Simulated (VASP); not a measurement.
Be2C, 3 atoms in the cell. It takes space group Fm-3m (No. 225, cubic). Conventional cell: a = 4.499 Å, b = 4.499 Å, c = 4.499 Å, α = 90.00°, β = 90.00°, γ = 90.00°. Be (site symmetry -43m) has 4 C at 1.95 Å and 6 Be at 2.25 Å within 2.6 Å. Within 2.6 Å of C (site symmetry m-3m) lie 8 Be at 1.95 Å.  This cell differs from its parent crystal: strained.

| Item | Value |
| --- | --- |
| Program | VASP 6.6.1 |
| Task | single point |
| Functional | PBE |
| Potentials or basis | VASP PAW PBE potentials, release 64 (Be, C) |
| Cutoff | 600 eV |
| k mesh | 12 × 12 × 12 |
| Occupations | gaussian, width 0.02 eV |
| Spin | no spin polarisation |
| Dipole correction | no |
| Further INCAR settings | ALGO = Normal; EDIFF = 1e-06; NBANDS = 11 |

Potentials or basis: VASP PAW PBE potentials, release 64 (Be, C).

Run with:

```sh
$ cat potpaw_PBE.64/Be/POTCAR potpaw_PBE.64/C/POTCAR > POTCAR
$ mpirun -np 1 vasp_std > vasp.out
```

Hardware: 1 thread of Intel Xeon 8259CL, with other jobs on the host.

Problem. Estimate the wall time of this run.

Solution. Run time: 45 s on 1 thread of Intel Xeon 8259CL (shared host), peak memory 0.16 GiB. Counts: scf iterations 12, k points 72.
